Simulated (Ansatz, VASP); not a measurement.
## One calculation of Ti3Al5, two programs

```xyz
8
Lattice="3.9957 0.0000 0.0000 0.0000 3.9957 0.0000 0.0000 0.0000 8.7412" Properties=species:S:1:pos:R:3 pbc="T T T"
Ti    0.0000    0.0000    4.3706
Ti    1.9979    1.9979    0.0000
Ti    1.9979    1.9979    4.3706
Al    0.0000    1.9979    2.1969
Al    0.0000    1.9979    6.5443
Al    1.9979    0.0000    2.1969
Al    1.9979    0.0000    6.5443
Al    0.0000    0.0000    0.0000
```

Change from the starting cell: strain +0.025 along x and y, +0.050 along z, atoms carried along.

Alike in both runs: task single point; functional r2SCAN; k mesh 10 × 10 × 6; occupations gaussian, width 0.15 eV; no spin polarisation.

|  | VASP | Ansatz |
| --- | --- | --- |
| version | VASP 6.6.1 | Ansatz 0.2.0 |
| potentials or method | VASP PAW PBE potentials, release 64 (Ti_sv, Al), cutoff 520 eV | scalar-relativistic, plane waves, PAW |
| valence electrons in the cell | 51 | 51 |

|  | VASP | Ansatz | Ansatz less VASP |
| --- | --- | --- | --- |
| gap on the k mesh at the Fermi level (eV) | none | none | - |
| pressure (GPa) | -9.5 | -9.5 | +0.01 |
| traceless stress, the component that is largest in VASP (GPa) | -2.10 | -2.10 | -0.006 |
| rms of the force components (eV/Å) | 0.035 | 0.039 | +0.0039 |

VASP's potentials were made for PBE, not for r2SCAN. Atom by atom the forces differ by 0.004 eV/Å (rms over components). A gap of «none» marks a metal or a gap that the smearing closes.
